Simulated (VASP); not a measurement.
Set up this calculation in VASP 6.6.1, as the native input.

- Task: relaxation of cell and atoms
- Functional: PBE
- Potentials or basis: VASP PAW PBE potentials, release 64 (Al, H)
- Cutoff: 600 eV
- k mesh: 6 × 6 × 4
- Occupations: gaussian, width 0.1 eV
- Spin: no spin polarisation
- Dipole correction: no
- Further INCAR settings: ALGO = Normal; EDIFF = 1e-07; IBRION = 2; EDIFFG = -0.04; NSW = 90; ISIF = 3

The structure of Al2H5 lies in POSCAR:

```
Al2H5
1.0
    3.7071630300      0.0000000000      0.0000000000
   -1.8535815100      3.2104973600      0.0000000000
    0.0000000000      0.0000000000      6.0572610200
Al H
2 5
Direct
    0.0000000000      0.0000000000      0.0000000000
    0.3333333300      0.6666666700      0.0000000000
    0.8326978800      0.1673021200      0.5000000000
    0.8326978800      0.6653957600      0.5000000000
    0.3346042400      0.1673021200      0.5000000000
    0.0000000000      0.0000000000      0.6346500500
    0.0000000000      0.0000000000      0.3653499500
```

One way to write it, as run:

INCAR

```
SYSTEM = Al2H5
ALGO = Normal ; EDIFF = 1E-7
EDIFFG = -0.04 ; ENCUT = 600
GGA = PE ; IBRION = 2
ISIF = 3 ; ISMEAR = 0
LASPH = .TRUE. ; LCHARG = .FALSE.
LREAL = .FALSE. ; LWAVE = .FALSE.
NELM = 100 ; NSW = 90
PREC = Accurate ; SIGMA = 0.1
```

KPOINTS

```
k-points
0
G
  6 6 4
  0 0 0
```

Potentials or basis: VASP PAW PBE potentials, release 64 (Al, H).

Run with:

```sh
$ cat potpaw_PBE.64/Al/POTCAR potpaw_PBE.64/H/POTCAR > POTCAR
$ mpirun -np 1 vasp_std > vasp.out
```

It gave:

```yaml
Relaxed_volume: 11.40 Å³/atom
Relaxed_cell: a = 4.472 Å, b = 4.472 Å, c = 4.606 Å, α = 90.00°, β = 90.00°, γ = 120.00°
Space_group_after_relaxing_to_0.05_Å: P-6m2 (No. 187)
Energy_gained_by_relaxing: 708.9 meV/atom
Ionic_steps: 35
Pressure_after_relaxing: 0.1 GPa
Largest_force_after_relaxing: 0.021 eV/Å
```

It took 4.8 min on 1 thread of Intel(R) Xeon(R) Platinum 8488C (Sapphire Rapids), on a shared host, peak memory 0.21 GiB.
